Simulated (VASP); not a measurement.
# Ti3Si (P6_3/mmc) in VASP: further runs

Runs on Ti3Si. Level: PBEsol. Tasks: single point.

All numbers are computed with VASP 6.6.1; they aren't measurements. Logs are shortened: lines on timing, memory, paths and dates and some standing lists are left out, and cuts for length are marked.

## (1) The cell of the first run

It takes space group P6_3/mmc (No. 194, hexagonal). Conventional cell: a = 5.584 Å, b = 5.584 Å, c = 4.026 Å, α = 90.00°, β = 90.00°, γ = 120.00°. Within 3.4 Å of Ti (site symmetry mm2) lie 4 Si at 2.55 to 2.79 Å and 8 Ti at 2.61 to 2.87 Å. Si (site symmetry -6m2) has 12 Ti at 2.55 to 2.79 Å within 3.4 Å.

## (2) Single point, PBEsol (strain -0.1000 x Voigt [0, 0, 1, 0, 0, 0])

Input file INCAR:

```
PREC     = Accurate       # precision mode
ENCUT    = 520            # plane-wave cutoff, eV
EDIFF    = 1E-6           # SCF threshold, eV
ISMEAR   = 0              # smearing method
SIGMA    = 0.15           # smearing width, eV
LREAL    = F              # projectors in reciprocal space
LASPH    = T              # aspherical terms in the spheres
NELM     = 60             # most SCF steps
ALGO     = Fast           # electronic algorithm
ISIF     = 2              # what is computed and relaxed
LWAVE    = F              # write WAVECAR
LCHARG   = F              # write CHGCAR
GGA      = PS             # functional
NBANDS   = 50             # bands
```

Input file KPOINTS:

```
Automatic mesh
0
Gamma
  12 12 10
```

Input file POSCAR:

```
Ti3Si
1.0
    5.5838061708      0.0000000000      0.0000000000
   -2.7919030854      4.8357179938      0.0000000000
    0.0000000000      0.0000000000      4.0258932413
Ti Si
6 2
Direct
    0.3431759318      0.1715879659      0.7500000000
    0.8284120341      0.1715879659      0.7500000000
    0.8284120341      0.6568240682      0.7500000000
    0.6568240682      0.8284120341      0.2500000000
    0.1715879659      0.8284120341      0.2500000000
    0.1715879659      0.3431759318      0.2500000000
    0.3333333333      0.6666666667      0.7500000000
    0.6666666667      0.3333333333      0.2500000000
```

Potentials or basis: VASP PAW PBE potentials, release 64 (Ti_sv, Si).

Command:

```
> cat potpaw_PBE.64/Ti_sv/POTCAR potpaw_PBE.64/Si/POTCAR > POTCAR
> mpirun -np 1 vasp_std > vasp.out
```

OUTCAR:

```text
PREC = Accurate
   ENCUT = 520
   EDIFF = 1E-6
   ISMEAR = 0
   LREAL = F
   LASPH = T
   NELM = 60
   ISIF = 2
   GGA = PS

 ion  position               nearest neighbor table
   1  0.343  0.172  0.750-   8 2.55   8 2.55   6 2.61   6 2.61   5 2.61   5 2.61   2 2.71   3 2.71
                             7 2.79   7 2.79   2 2.87   3 2.87
   2  0.828  0.172  0.750-   8 2.55   8 2.55   6 2.61   6 2.61   4 2.61   4 2.61   1 2.71   3 2.71
                             7 2.79   7 2.79   1 2.87   3 2.87
   3  0.828  0.657  0.750-   8 2.55   8 2.55   4 2.61   4 2.61   5 2.61   5 2.61   1 2.71   2 2.71
                             7 2.79   7 2.79   2 2.87   1 2.87
   4  0.657  0.828  0.250-   7 2.55   7 2.55   3 2.61   3 2.61   2 2.61   2 2.61   5 2.71   6 2.71
                             8 2.79   8 2.79   5 2.87   6 2.87
   5  0.172  0.828  0.250-   7 2.55   7 2.55   3 2.61   3 2.61   1 2.61   1 2.61   4 2.71   6 2.71
                             8 2.79   8 2.79   4 2.87   6 2.87
   6  0.172  0.343  0.250-   7 2.55   7 2.55   1 2.61   1 2.61   2 2.61   2 2.61   4 2.71   5 2.71
                             8 2.79   8 2.79   5 2.87   4 2.87
   7  0.333  0.667  0.750-   5 2.55   5 2.55   4 2.55   4 2.55   6 2.55   6 2.55   3 2.79   1 2.79
                             2 2.79   2 2.79   3 2.79   1 2.79
   8  0.667  0.333  0.250-   2 2.55   2 2.55   1 2.55   1 2.55   3 2.55   3 2.55   6 2.79   4 2.79
                             5 2.79   5 2.79   6 2.79   4 2.79

  LATTYP: Found a hexagonal cell.
 ALAT       =     5.5838061708
 C/A-ratio  =     0.7209944468

  Lattice vectors:

 A1 = (   5.5838061708,   0.0000000000,   0.0000000000)
 A2 = (  -2.7919030854,   4.8357179938,   0.0000000000)
 A3 = (   0.0000000000,   0.0000000000,   4.0258932413)

Analysis of symmetry for initial positions (statically):
=====================================================================
 Subroutine PRICEL returns:
 Original cell was already a primitive cell.

 Routine SETGRP: Setting up the symmetry group for a
 hexagonal supercell.

 Subroutine GETGRP returns: Found 24 space group operations
 (whereof 12 operations were pure point group operations)
 out of a pool of 24 trial point group operations.

The static configuration has the point symmetry D_3d.
 The point group associated with its full space group is D_6h.

Analysis of symmetry for dynamics (positions and initial velocities):
=====================================================================
 Subroutine PRICEL returns:
 Original cell was already a primitive cell.

 Routine SETGRP: Setting up the symmetry group for a
 hexagonal supercell.

 Subroutine GETGRP returns: Found 24 space group operations
[... 126 lines left out ...]
   PSTRESS=    0.0 pullay stress
   NELECT =      80.0000    total number of electrons
   NUPDOWN=      -1.0000    fix difference up-down
   EMIN   =  10.00;   EMAX   =-10.00  energy-range for DOS
   EFERMI =   0.00;   METHOD = LEGACY
   ISMEAR =     0;   SIGMA  =   0.15  broadening in eV -4-tet -1-fermi 0-gaus
   EFERMI_NEDOS =   21; number of points for ismear=-14 and -15
   IALGO  =     68    algorithm
   IMIX   =      4    mixing-type and parameters
     AMIX     =   0.40;   BMIX     =  1.00
     AMIX_MAG =   1.60;   BMIX_MAG =  1.00
  volume/ion in A,a.u.               =      13.59        91.70
  Fermi-wavevector in a.u.,A,eV,Ry     =   1.478043  2.793096 29.723426  2.184610
  Thomas-Fermi vector in A             =   2.592372
   LORBIT       =      0    0 simple, 1 ext, 2 COOP (PROOUT), +10 PAW based schemes
   GGA     = PS    functional components
   LHFCALC =     F    Hartree Fock is set to
   AEXX    =    0.0000 exact exchange contribution
   IVDW    =     0    specifies the selected vdW correction
   LEPSILON=     F    determine dielectric tensor
   LRPA    =     F    only Hartree local field effects (RPA)
 non-spin polarized calculation
 RMM-DIIS sequential band-by-band and
 Gauss-broadening in eV      SIGMA  =   0.15
  energy-cutoff  :      520.00
  volume of cell :      108.71
 maximum number of plane-waves:      2973
 NGX is ok and might be reduce to    42
   NGX = 21   NGY = 21   NGZ = 15

 number of electron      80.0000005 magnetization

 Free energy of the ion-electron system (eV)
  ---------------------------------------------------
  ext. energy  EPLUGINS =         0.00000000
  ---------------------------------------------------
  free energy    TOTEN  =       -64.50964708 eV

  energy without entropy =      -64.44030609  energy(sigma->0) =      -64.47497658

 E-fermi :  10.8935     XC(G=0): -12.5131

 val. band max:       10.8931798157   @ k =   0.5000   0.0000   0.2000
 cond. band min:      10.8981336685   @ k =   0.2500   0.0000   0.5000
 fundamental gap:      0.0049538528
 Fermi energy:        10.8935176603

 k-point     1 :       0.0000    0.0000    0.0000
  band No.  band energies     occupation
      1     -45.4059      2.00000
      2     -45.2230      2.00000
      3     -45.2230      2.00000
      4     -45.1196      2.00000
      5     -45.0853      2.00000
      6     -45.0853      2.00000
[... 1261 lines left out ...]
     49      13.3993      0.00000
     50      13.5916      0.00000

 [... further k-points ...]

------------------------ aborting loop because EDIFF is reached ----------------------------------------

  FORCE on cell =-STRESS in cart. coord.  units (eV):
  Direction    XX          YY          ZZ          XY          YZ          ZX
  --------------------------------------------------------------------------------------
  -------------------------------------------------------------------------------------
  Total        9.0727581      9.0727581     22.7530940      0.0000000      0.0000000      0.0000000
  in kB      133.7199972    133.7199972    335.3493654      0.0000000      0.0000000      0.0000000
  external PRESSURE =     200.9297866 kB  Pullay stress =       0.0000000 kB

 VOLUME and BASIS-vectors are now :
 -----------------------------------------------------------------------------
  energy-cutoff  :      520.00
  volume of cell :      108.71
      direct lattice vectors                 reciprocal lattice vectors
     5.583806171  0.000000000  0.000000000     0.179089311  0.103397262  0.000000000
    -2.791903085  4.835717994  0.000000000     0.000000000  0.206794524  0.000000000
     0.000000000  0.000000000  4.025893241     0.000000000  0.000000000  0.248392081

 POSITION                                       TOTAL-FORCE (eV/Angst)
 -----------------------------------------------------------------------------------
      1.43717      0.82975      3.01942        -0.026864     -0.015510      0.000000
      4.14664      0.82975      3.01942         0.026864     -0.015510     -0.000000
      2.79190      3.17622      3.01942         0.000000      0.031020      0.000000
      1.35473      4.00597      1.00647         0.026864      0.015510      0.000000
     -1.35473      4.00597      1.00647        -0.026864      0.015510      0.000000
      0.00000      1.65950      1.00647        -0.000000     -0.031020     -0.000000
     -0.00000      3.22381      3.01942        -0.000000     -0.000000      0.000000
      2.79190      1.61191      1.00647        -0.000000     -0.000000      0.000000
 -----------------------------------------------------------------------------------
    total drift:                                0.000000     -0.000000      0.000000

  FREE ENERGIE OF THE ION-ELECTRON SYSTEM (eV)
  ---------------------------------------------------
  free  energy   TOTEN  =       -64.5096470831 eV

  energy  without entropy=      -64.4403060855  energy(sigma->0) =      -64.47497658
```

stdout:

```text
POSCAR found type information on POSCAR TiSi
 POSCAR found :  2 types and       8 ions
 scaLAPACK will be used
 -----------------------------------------------------------------------------
|                                                                             |
|                                                                             |
[... 51 lines left out ...]
WARNING in EDDRMM: call to ZHEGV failed, returncode =   8  4     11
WARNING in EDDRMM: call to ZHEGV failed, returncode =   8  4     19
WARNING in EDDRMM: call to ZHEGV failed, returncode =   8  4     27
WARNING in EDDRMM: call to ZHEGV failed, returncode =   8  4     22
WARNING in EDDRMM: call to ZHEGV failed, returncode =   8  4     18
WARNING in EDDRMM: call to ZHEGV failed, returncode =   8  4     28
WARNING in EDDRMM: call to ZHEGV failed, returncode =   6  3     22
WARNING in EDDRMM: call to ZHEGV failed, returncode =   6  3     27
```

Wall time 33 min (1 thread of Intel Xeon Platinum 8488C (Sapphire Rapids), shared host); peak memory 0.55 GiB.

Results:

```yaml
Free_energy: -64.5096 eV
Pressure: 20.1 GPa
Largest_force: 0.031 eV/Å
Band_gap_on_the_k_mesh: zero (bands 40 and 41 overlap by 0.44 eV)
```

Forces on the atoms (eV/Å):
```
Ti  -0.027 -0.016  0.000
Ti   0.027 -0.016  0.000
Ti   0.000  0.031  0.000
Ti   0.027  0.016  0.000
Ti  -0.027  0.016  0.000
Ti   0.000 -0.031  0.000
Si   0.000  0.000  0.000
Si   0.000  0.000  0.000
```

Levels at points of the mesh, in eV from the Fermi level:
| k point | band 38 | band 39 | band 40 | band 41 | band 42 | band 43 |
| --- | --- | --- | --- | --- | --- | --- |
| (0.00, 0.00, 0.00) | -1.42 | -0.34 | -0.05 | 0.51 | 0.59 | 0.59 |
| (0.50, 0.00, 0.00) | -0.96 | -0.89 | -0.36 | 0.39 | 0.45 | 0.69 |
| (0.00, 0.00, 0.50) | -1.03 | -0.07 | -0.07 | 0.16 | 0.16 | 0.16 |
| (0.50, 0.00, 0.50) | -0.50 | -0.42 | -0.42 | -0.03 | -0.03 | 0.82 |

Caveat: the cell differs from its parent crystal (strain -0.1000 x Voigt [0, 0, 1, 0, 0, 0]); the cell stands under pressure; the PAW data sets were made with another functional, which shifts forces and pressure a little.

## (3) Single point, PBEsol (strain -0.0750 x Voigt [0, 0, 1, 0, 0, 0])

Input file INCAR:

```
SYSTEM = Ti3Si
PREC = Accurate ; ENCUT = 520
EDIFF = 1E-7 ; ISMEAR = 0
SIGMA = 0.15 ; LREAL = .False.
LASPH = .True. ; NELM = 80
ALGO = Fast ; ISIF = 2
LWAVE = .False. ; LCHARG = .False.
GGA = PS ; NBANDS = 50
```

Input file KPOINTS:

```
regular mesh
0
Gamma
  12 12 10
  0 0 0
```

Changes to POSCAR since step 2:

```diff
@@ -4,3 +4,3 @@
    -2.7919030854      4.8357179938      0.0000000000
-    0.0000000000      0.0000000000      4.0258932413
+    0.0000000000      0.0000000000      4.1377236092
 Ti Si
```

Potentials or basis: VASP PAW PBE potentials, release 64 (Ti_sv, Si).

Command:

```
> cat potpaw_PBE.64/Ti_sv/POTCAR potpaw_PBE.64/Si/POTCAR > POTCAR
> mpirun -np 1 vasp_std > vasp.out
```

It took 45 min on 1 thread of Intel Xeon Platinum 8488C (Sapphire Rapids), shared host; peak memory 0.56 GiB.

The run converged. Its results:

```
Free energy            : -65.0543 eV
Pressure               : 14.0 GPa
Band gap on the k mesh : zero (bands 40 and 41 overlap by 0.38 eV)
```

Forces in eV/Å, atoms in the order of the input:
```
Ti   0.002  0.001  0.000
Ti  -0.002  0.001  0.000
Ti   0.000 -0.002  0.000
Ti  -0.002 -0.001  0.000
Ti   0.002 -0.001  0.000
Ti   0.000  0.002  0.000
Si   0.000  0.000  0.000
Si   0.000  0.000  0.000
```

Stress tensor (GPa, compression positive):
```
 8.89  0.00  0.00
 0.00  8.89  0.00
 0.00  0.00 24.31
```

Levels at points of the mesh, in eV from the Fermi level:
```
           k point  band 38  band 39  band 40  band 41  band 42  band 43
(0.00, 0.00, 0.00)    -1.42    -0.29     0.11     0.17     0.61     0.61
(0.50, 0.00, 0.00)    -0.93    -0.87    -0.25     0.44     0.49     0.59
(0.00, 0.00, 0.50)    -1.05    -0.20    -0.20     0.11     0.11     0.11
(0.50, 0.00, 0.50)    -0.51    -0.38    -0.38    -0.01    -0.01     0.74
```

Caveat: the cell differs from its parent crystal (strain -0.0750 x Voigt [0, 0, 1, 0, 0, 0]); the cell stands under pressure; the PAW data sets were made with another functional, which shifts forces and pressure a little.
